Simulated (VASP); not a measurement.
# Rb (I4/mmm) in VASP: a series of runs

Runs on Rb. Level: LDA. Tasks: single point.

Program: VASP 6.6.1. These are calculated values, not measurements. Logs are shortened: lines on timing, memory, paths and dates and some standing lists are left out, and cuts for length are marked.

## Step 1: The cell of the first run

Symmetry: I4/mmm, No. 139, tetragonal system. Conventional cell: a = 4.721 Å, b = 4.721 Å, c = 7.392 Å, α = 90.00°, β = 90.00°, γ = 90.00°.

## Step 2: Single point, LDA (82.38 Å³/atom)

INCAR

```
SYSTEM = Rb
  PREC = Accurate
  ENCUT = 520
  EDIFF = 1E-6
  ISMEAR = 0
  SIGMA = 0.15
  LREAL = .FALSE.
  LASPH = .TRUE.
  NELM = 80
  ALGO = Fast
  ISIF = 2
  LWAVE = .FALSE.
  LCHARG = .TRUE.
  GGA = CA
  LELF = .TRUE.
  LVHAR = .TRUE.
  NBANDS = 10
```

KPOINTS

```
regular mesh
0
G
  14 14 14
  0 0 0
```

POSCAR

```
Rb
1.0
   -2.3605626514      2.3605626514      3.6961689996
    2.3605626514     -2.3605626514      3.6961689996
    2.3605626514      2.3605626514     -3.6961689996
Rb
1
Direct
    0.0000000000      0.0000000000      0.0000000000
```

Potentials or basis: VASP PAW LDA potentials, release 64 (Rb_sv).

The run is started by

```console
$ cat potpaw_LDA.64/Rb_sv/POTCAR > POTCAR
$ mpirun -np 1 vasp_std > vasp.out
```

OUTCAR:

```text
SYSTEM = Rb
   PREC = Accurate
   ENCUT = 520
   EDIFF = 1E-6
   ISMEAR = 0
   LREAL = .FALSE.
   LASPH = .TRUE.
   NELM = 80
   ISIF = 2
   GGA = CA

 ion  position               nearest neighbor table
   1  0.000  0.000  0.000-

  LATTYP: Found a body centered tetragonal cell.
 ALAT       =     4.7211253028
 C/A-ratio  =     1.5658000000

  Lattice vectors:

 A1 = (  -2.3605626514,   2.3605626514,   3.6961689996)
 A2 = (   2.3605626514,  -2.3605626514,   3.6961689996)
 A3 = (   2.3605626514,   2.3605626514,  -3.6961689996)

Analysis of symmetry for initial positions (statically):
=====================================================================
 Subroutine PRICEL returns:
 Original cell was already a primitive cell.

 Routine SETGRP: Setting up the symmetry group for a
 body centered tetragonal supercell.

 Subroutine GETGRP returns: Found 16 space group operations
 (whereof 16 operations were pure point group operations)
 out of a pool of 16 trial point group operations.

The static configuration has the point symmetry D_4h.

Analysis of symmetry for dynamics (positions and initial velocities):
=====================================================================
 Subroutine PRICEL returns:
 Original cell was already a primitive cell.

 Routine SETGRP: Setting up the symmetry group for a
 body centered tetragonal supercell.

 Subroutine GETGRP returns: Found 16 space group operations
 (whereof 16 operations were pure point group operations)
 out of a pool of 16 trial point group operations.

The dynamic configuration has the point symmetry D_4h.

 Subroutine INISYM returns: Found 16 space group operations
 (whereof 16 operations are pure point group operations),
 and found     1 'primitive' translations

----------------------------------------------------------------------------------------

                                     Primitive cell

  volume of cell :      82.3840

  direct lattice vectors                    reciprocal lattice vectors
    -2.360562651  2.360562651  3.696169000     0.000000000  0.211813908  0.135275200
     2.360562651 -2.360562651  3.696169000     0.211813908  0.000000000  0.135275200
     2.360562651  2.360562651 -3.696169000     0.211813908  0.211813908  0.000000000

  length of vectors
     4.980580020  4.980580020  4.980580020     0.251325509  0.251325509  0.299550101

  position of ions in fractional coordinates (direct lattice)
     0.000000000  0.000000000  0.000000000

  ion indices of the primitive-cell ions
   primitive index   ion index
[... 73 lines left out ...]
   EDIFF  = 0.1E-05   stopping-criterion for ELM
   LREAL  =      F    real-space projection
[... 7 lines left out ...]
   TEBEG  =    0.0;   TEEND  =   0.0 temperature during run
   PSTRESS=    0.0 pullay stress
   NELECT =       9.0000    total number of electrons
   NUPDOWN=      -1.0000    fix difference up-down
   EMIN   =  10.00;   EMAX   =-10.00  energy-range for DOS
   EFERMI =   0.00;   METHOD = LEGACY
   ISMEAR =     0;   SIGMA  =   0.15  broadening in eV -4-tet -1-fermi 0-gaus
   EFERMI_NEDOS =   21; number of points for ismear=-14 and -15
   IALGO  =     68    algorithm
   IMIX   =      4    mixing-type and parameters
     AMIX     =   0.40;   BMIX     =  1.00
     AMIX_MAG =   1.60;   BMIX_MAG =  1.00
  volume/ion in A,a.u.               =      82.38       555.95
  Fermi-wavevector in a.u.,A,eV,Ry     =   0.782603  1.478905  8.333121  0.612467
  Thomas-Fermi vector in A             =   1.886360
   LORBIT       =      0    0 simple, 1 ext, 2 COOP (PROOUT), +10 PAW based schemes
   GGA     = CA    functional components
   LHFCALC =     F    Hartree Fock is set to
   AEXX    =    0.0000 exact exchange contribution
   IVDW    =     0    specifies the selected vdW correction
   LEPSILON=     F    determine dielectric tensor
   LRPA    =     F    only Hartree local field effects (RPA)
 non-spin polarized calculation
 RMM-DIIS sequential band-by-band and
 Gauss-broadening in eV      SIGMA  =   0.15
  energy-cutoff  :      520.00
  volume of cell :       82.38
 maximum number of plane-waves:      2249
 NGX is ok and might be reduce to    40
   NGX = 19   NGY = 19   NGZ = 19

 number of electron       9.0000000 magnetization

 Free energy of the ion-electron system (eV)
  ---------------------------------------------------
  ext. energy  EPLUGINS =         0.00000000
  ---------------------------------------------------
  free energy    TOTEN  =        -1.06163266 eV

  energy without entropy =       -1.05189074  energy(sigma->0) =       -1.05676170

 E-fermi :   0.0156     XC(G=0):  -5.9360

 val. band max:        0.0097887327   @ k =   0.5000   0.1429   0.0714
 cond. band min:       0.0245703514   @ k =  -0.0714   0.4286   0.0714
 fundamental gap:      0.0147816187
 Fermi energy:         0.0155583493

 k-point     1 :       0.0000    0.0000    0.0000
  band No.  band energies     occupation
      1     -28.7273      2.00000
      2     -12.8201      2.00000
      3     -12.8144      2.00000
      4     -12.8144      2.00000
      5      -2.1043      2.00000
      6       3.3650      0.00000
      7       3.7798      0.00000
      8       3.7798      0.00000
      9       4.5095      0.00000
     10       5.4185      0.00000
[... 287 lines left out ...]
 k-point    24 :       0.2857    0.1429    0.0000
  band No.  band energies     occupation
      1     -28.7218      2.00000
      2     -12.9131      2.00000
      3     -12.8509      2.00000
      4     -12.8341      2.00000
      5      -0.6900      2.00000
      6       1.9060      0.00000
      7       2.9395      0.00000
      8       3.6985      0.00000
      9       4.6673      0.00000
     10       5.8327      0.00000

 [... further k-points ...]

------------------------ aborting loop because EDIFF is reached ----------------------------------------

  FORCE on cell =-STRESS in cart. coord.  units (eV):
  Direction    XX          YY          ZZ          XY          YZ          ZX
  --------------------------------------------------------------------------------------
  -------------------------------------------------------------------------------------
  Total       -0.0686831     -0.0686831     -0.1422082      0.0000000      0.0000000      0.0000000
  in kB       -1.3357268     -1.3357268     -2.7656183      0.0000000      0.0000000      0.0000000
  external PRESSURE =      -1.8123573 kB  Pullay stress =       0.0000000 kB

 VOLUME and BASIS-vectors are now :
 -----------------------------------------------------------------------------
  energy-cutoff  :      520.00
  volume of cell :       82.38
      direct lattice vectors                 reciprocal lattice vectors
    -2.360562651  2.360562651  3.696169000     0.000000000  0.211813908  0.135275200
     2.360562651 -2.360562651  3.696169000     0.211813908  0.000000000  0.135275200
     2.360562651  2.360562651 -3.696169000     0.211813908  0.211813908  0.000000000

 POSITION                                       TOTAL-FORCE (eV/Angst)
 -----------------------------------------------------------------------------------
      0.00000      0.00000      0.00000         0.000000     -0.000000     -0.000000
 -----------------------------------------------------------------------------------
    total drift:                                0.000000      0.000000     -0.000000

  FREE ENERGIE OF THE ION-ELECTRON SYSTEM (eV)
  ---------------------------------------------------
  free  energy   TOTEN  =        -1.0616326559 eV

  energy  without entropy=       -1.0518907383  energy(sigma->0) =       -1.05676170
```

OSZICAR:

```text
N       E                     dE             d eps       ncg     rms          rms(c)
DAV:   1     0.419485467832E+02    0.41949E+02   -0.34202E+03  4880   0.673E+02
DAV:   2     0.157380926459E+01   -0.40375E+02   -0.39541E+02  5374   0.126E+02
DAV:   3    -0.946821404301E+00   -0.25206E+01   -0.25116E+01  6540   0.317E+01
DAV:   4    -0.106104077628E+01   -0.11422E+00   -0.11377E+00  6912   0.568E+00
DAV:   5    -0.106298741429E+01   -0.19466E-02   -0.19464E-02  6708   0.681E-01    0.136E+00
RMM:   6    -0.106185131354E+01    0.11361E-02   -0.15734E-03  6301   0.234E-01    0.833E-01
RMM:   7    -0.106160735131E+01    0.24396E-03   -0.31883E-03  6662   0.315E-01    0.480E-02
RMM:   8    -0.106162600335E+01   -0.18652E-04   -0.27493E-04  7561   0.993E-02    0.869E-03
RMM:   9    -0.106163103596E+01   -0.50326E-05   -0.60343E-05  8065   0.366E-02    0.757E-03
RMM:  10    -0.106163233949E+01   -0.13035E-05   -0.12763E-05  7845   0.176E-02    0.380E-03
RMM:  11    -0.106163265588E+01   -0.31640E-06   -0.33061E-06  6479   0.817E-03
   1 F= -.10616327E+01 E0= -.10567617E+01  d E =-.974192E-02
```

stdout:

```text
POSCAR found type information on POSCAR Rb
 POSCAR found :  1 types and       1 ions
 scaLAPACK will be used
 LDA part: xc-table for (Slater(with rela. corr.)+CA(PZ))
 , standard interpolation
 POSCAR, INCAR and KPOINTS ok, starting setup
 FFT: planning ... GRIDC
 FFT: planning ... GRID_SOFT
 FFT: planning ... GRID
 WAVECAR not read
 entering main loop
WARNING in EDDRMM: call to ZHEGV failed, returncode =   8  4      5
WARNING in EDDRMM: call to ZHEGV failed, returncode =   8  4      5
WARNING in EDDRMM: call to ZHEGV failed, returncode =   6  3      8
```

It took 2.6 min on 1 thread of Intel Xeon Platinum 8488C (Sapphire Rapids), shared host; peak memory 0.34 GiB.

Results:

```yaml
Free_energy: -1.0616 eV
Pressure: -0.2 GPa
Band_gap_on_the_k_mesh: zero (an odd number of electrons rules out a gap without spin polarisation)
```

## Step 3: Single point, LDA (82.38 Å³/atom)

INCAR

```
ALGO     = Fast           # electronic algorithm
EDIFF    = 1E-7           # SCF threshold, eV
ENCUT    = 520            # plane-wave cutoff, eV
GGA      = CA             # functional
ISIF     = 2              # what is computed and relaxed
ISMEAR   = 0              # smearing method
LASPH    = T              # aspherical terms in the spheres
LCHARG   = F              # write CHGCAR
LREAL    = F              # projectors in reciprocal space
LWAVE    = F              # write WAVECAR
NBANDS   = 10             # bands
NELM     = 60             # most SCF steps
PREC     = Accurate       # precision mode
SIGMA    = 0.15           # smearing width, eV
```

KPOINTS

```
k-points
0
Gamma
  14 14 14
```

POSCAR

```
Rb
1.0
   -2.4811596688      2.4811596688      3.3455956974
    2.4811596688     -2.4811596688      3.3455956974
    2.4811596688      2.4811596688     -3.3455956974
Rb
1
Direct
    0.0000000000      0.0000000000      0.0000000000
```

Potentials or basis: VASP PAW LDA potentials, release 64 (Rb_sv).

The run is started by

```console
$ cat potpaw_LDA.64/Rb_sv/POTCAR > POTCAR
$ mpirun -np 1 vasp_std > vasp.out
```

Run time: 1.8 min. Hardware: 1 thread of Intel Xeon Platinum 8488C (Sapphire Rapids), shared host; peak memory 0.3 GiB.

The run converged. Its results:

* Free energy: -1.0635 eV
* Pressure: -0.2 GPa
* Band gap on the k mesh: zero (an odd number of electrons rules out a gap without spin polarisation)

Levels at points of the mesh, in eV from the Fermi level:
```csv
k point,band 2,band 3,band 4,band 5,band 6,band 7,band 8,band 9
"(0.00, 0.00, 0.00)",-12.83,-12.83,-12.82,-2.12,3.55,3.55,3.72,4.82
"(0.50, 0.00, 0.00)",-12.96,-12.85,-12.84,0.08,0.79,3.25,3.53,5.80
"(0.50, 0.50, 0.00)",-12.95,-12.88,-12.87,0.53,1.48,1.81,4.86,4.97
"(0.50, 0.50, 0.50)",-12.96,-12.88,-12.88,0.68,1.68,1.80,4.62,4.62
```

## Step 4: Single point, LDA (82.38 Å³/atom)

INCAR

```
PREC     = Accurate       # precision mode
ENCUT    = 520            # plane-wave cutoff, eV
EDIFF    = 1E-6           # SCF threshold, eV
ISMEAR   = 0              # smearing method
SIGMA    = 0.15           # smearing width, eV
LREAL    = False          # projectors in reciprocal space
LASPH    = True           # aspherical terms in the spheres
NELM     = 100            # most SCF steps
ALGO     = Fast           # electronic algorithm
ISIF     = 2              # what is computed and relaxed
LWAVE    = False          # write WAVECAR
LCHARG   = False          # write CHGCAR
GGA      = CA             # functional
NBANDS   = 10             # bands
```

KPOINTS

```
Automatic mesh
0
Gamma
  14 14 14
```

POSCAR

```
Rb
1.0
   -2.8811085460      2.8811085460      2.4812106798
    2.8811085460     -2.8811085460      2.4812106798
    2.8811085460      2.8811085460     -2.4812106798
Rb
1
Direct
    0.0000000000      0.0000000000      0.0000000000
```

The run is started by

```console
$ cat potpaw_LDA.64/Rb_sv/POTCAR > POTCAR
$ mpirun -np 1 vasp_std > vasp.out
```

It took 88 s on 1 thread of Intel Xeon Platinum 8488C (Sapphire Rapids), shared host; peak memory 0.3 GiB.

Results (log left out):

```yaml
Free_energy: -1.0590 eV
Pressure: -0.2 GPa
Band_gap_on_the_k_mesh: zero (an odd number of electrons rules out a gap without spin polarisation)
```

Stress tensor (GPa, compression positive):
```
-0.23  0.00  0.00
 0.00 -0.23  0.00
 0.00  0.00 -0.07
```

Levels at points of the mesh, in eV from the Fermi level:
```tsv
k point	band 2	band 3	band 4	band 5	band 6	band 7	band 8	band 9
(0.00, 0.00, 0.00)	-12.83	-12.83	-12.83	-2.12	3.17	4.04	4.04	4.12
(0.50, 0.00, 0.00)	-12.97	-12.88	-12.84	0.30	1.08	2.30	4.39	5.32
(0.50, 0.50, 0.00)	-12.97	-12.86	-12.83	-0.01	0.69	3.19	3.94	4.94
(0.50, 0.50, 0.50)	-12.94	-12.94	-12.90	1.03	1.34	3.02	3.02	4.63
```

## Step 5: Single point, LDA (82.38 Å³/atom)

INCAR

```
PREC = Accurate ; ENCUT = 520
EDIFF = 1E-6 ; ISMEAR = 0
SIGMA = 0.15 ; LREAL = False
LASPH = True ; NELM = 100
ALGO = Fast ; ISIF = 2
LWAVE = False ; LCHARG = False
GGA = CA ; NBANDS = 10
```

KPOINTS

```
regular mesh
0
Gamma
  14 14 14
```

POSCAR

```
Rb
1.0
   -2.6079061109      2.6079061109      3.0283005760
    2.6079061109     -2.6079061109      3.0283005760
    2.6079061109      2.6079061109     -3.0283005760
Rb
1
Direct
    0.0000000000      0.0000000000      0.0000000000
```

The run is started by

```console
$ cat potpaw_LDA.64/Rb_sv/POTCAR > POTCAR
$ mpirun -np 1 vasp_std > vasp.out
```

Run time: 2.4 min. Hardware: 1 thread of Intel Xeon Platinum 8488C (Sapphire Rapids), shared host; peak memory 0.3 GiB.

It converged, with:

```yaml
Free_energy: -1.0618 eV
Pressure: -0.2 GPa
Band_gap_on_the_k_mesh: zero (an odd number of electrons rules out a gap without spin polarisation)
```

Levels at points of the mesh, in eV from the Fermi level:
```
           k point  band 1  band 2  band 3  band 4  band 5  band 6  band 7  band 8  band 9  band 10
(0.00, 0.00, 0.00)  -28.74  -12.83  -12.83  -12.83   -2.12    3.51    3.51    4.18    4.23     5.18
(0.50, 0.00, 0.00)  -28.73  -12.97  -12.87  -12.83    0.11    0.83    2.86    3.99    5.42     5.78
(0.50, 0.50, 0.00)  -28.73  -12.96  -12.88  -12.84    0.36    1.18    2.08    4.79    5.11     5.58
(0.50, 0.50, 0.50)  -28.73  -12.95  -12.91  -12.91    0.97    1.42    2.57    4.05    4.05     5.19
```

## Step 6: Single point, LDA (90.73 Å³/atom)

This run uses another cell than the first one, of 90.73 Å³/atom.

INCAR

```
  ALGO = Fast
  EDIFF = 1E-6
  ENCUT = 520
  ISIF = 2
  ISMEAR = 0
  LASPH = True
  LCHARG = False
  LREAL = False
  LWAVE = False
  NBANDS = 10
  NELM = 80
  PREC = Accurate
  SIGMA = 0.15
```

KPOINTS

```
k-points
0
Gamma
  14 14 14
```

POSCAR

```
Rb
1.0
   -2.7610317234      2.7610317234      2.9752877851
    2.7610317234     -2.7610317234      2.9752877851
    2.7610317234      2.7610317234     -2.9752877851
Rb
1
Direct
    0.0000000000      0.0000000000      0.0000000000
```

Potentials or basis: VASP PAW LDA potentials, release 64 (Rb_sv).

The run is started by

```console
$ cat potpaw_LDA.64/Rb_sv/POTCAR > POTCAR
$ mpirun -np 1 vasp_std > vasp.out
```

It took 5.5 min on 1 thread of Oxide Virtual Turin-like, shared host; peak memory 0.31 GiB.

Results (log left out):

* Free energy: -1.0456 eV
* Pressure: -0.4 GPa
* Band gap on the k mesh: zero (an odd number of electrons rules out a gap without spin polarisation)

Levels at points of the mesh, in eV from the Fermi level:
```tsv
k point	band 1	band 2	band 3	band 4	band 5	band 6	band 7	band 8	band 9	band 10
(0.00, 0.00, 0.00)	-28.79	-12.89	-12.89	-12.89	-1.98	3.48	3.48	3.84	4.30	4.80
(0.50, 0.00, 0.00)	-28.79	-12.99	-12.92	-12.89	0.16	0.80	2.67	4.03	5.10	5.37
(0.50, 0.50, 0.00)	-28.79	-12.99	-12.93	-12.90	0.30	0.96	2.30	4.32	5.01	5.36
(0.50, 0.50, 0.50)	-28.78	-12.97	-12.96	-12.96	1.18	1.38	2.79	3.50	3.50	4.62
```

(Part 1 of 2 ends here.)

The gap in the log of VASP goes by the Fermi energy; the results here count the filled bands.